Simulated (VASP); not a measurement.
TiCo, 2 atoms in the cell. Symmetry: Pm-3m, No. 221, cubic system. Conventional cell: a = 2.924 Å, b = 2.924 Å, c = 2.924 Å, α = 90.00°, β = 90.00°, γ = 90.00°. Ti (site symmetry m-3m) has 8 Co at 2.53 Å and 6 Ti at 2.92 Å within 3.3 Å. Within 3.3 Å of Co (site symmetry m-3m) lie 8 Ti at 2.53 Å and 6 Co at 2.92 Å. 

* Program: VASP 6.6.1
* Task: single point
* Functional: PBE
* Potentials or basis: VASP PAW PBE potentials, release 64 (Ti_sv, Co)
* Cutoff: 520 eV
* k mesh: 18 × 18 × 18
* Occupations: gaussian, width 0.1 eV
* Spin: collinear spin, ferromagnetic start
* Starting moments: [0.0, 1.07] μB
* Dipole correction: no
* Further INCAR settings: ALGO = Normal; EDIFF = 1e-06; NBANDS = 22

Potentials or basis: VASP PAW PBE potentials, release 64 (Ti_sv, Co).

The run is started by

```bash
$ cat potpaw_PBE.64/Ti_sv/POTCAR potpaw_PBE.64/Co/POTCAR > POTCAR
$ mpirun -np 1 vasp_std > vasp.out
```

Hardware: 1 thread of AMD EPYC 7R13, with other jobs on the host.

Question: How long does it take, and how much memory?

Answer: It took 7.3 min on 1 thread of AMD EPYC 7R13, on a shared host, peak memory 0.27 GiB. Counts: scf iterations 17, k points 220.
